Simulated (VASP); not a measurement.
Li2H, 6 atoms in the cell. It takes space group P6_3/mmc (No. 194, hexagonal). The conventional cell has a = 2.809 Å, b = 2.809 Å, c = 10.246 Å, α = 90.00°, β = 90.00°, γ = 120.00°. Li (site symmetry 3m) has 3 H at 2.05 Å and 1 Li at 2.50 Å within 2.7 Å. Within 2.7 Å of H (site symmetry -6m2) lie 6 Li at 2.05 Å. 

* Program: VASP 6.6.1
* Task: single point
* Functional: PBE
* Potentials or basis: VASP PAW PBE potentials, release 64 (Li_sv, H)
* Cutoff: 520 eV
* k mesh: 15 × 15 × 4
* Occupations: gaussian, width 0.1 eV
* Spin: no spin polarisation
* Dipole correction: no
* k mesh for the DOS: 23 × 23 × 6
* Occupations for the DOS: tetrahedron
* Further INCAR settings: ALGO = Normal; EDIFF = 1e-06; NBANDS = 16

Potentials or basis: VASP PAW PBE potentials, release 64 (Li_sv, H).

Run with:

```bash
$ cat potpaw_PBE.64/Li_sv/POTCAR potpaw_PBE.64/H/POTCAR > POTCAR
$ cp INCAR.step1 INCAR
$ cp KPOINTS.step1 KPOINTS
$ mpirun -np 1 vasp_std > vasp.out
$ cp INCAR.step2 INCAR
$ cp KPOINTS.step2 KPOINTS
$ mpirun -np 1 vasp_std > vasp.out
```

Hardware: 1 thread of Intel(R) Xeon(R) 6975P-C (Granite Rapids) (shared host).

Problem. How long does it take, and how much memory?

Solution. Wall time 81 s on 1 thread of Intel(R) Xeon(R) 6975P-C (Granite Rapids) (shared host), peak memory 0.33 GiB. Counts: k points 224.
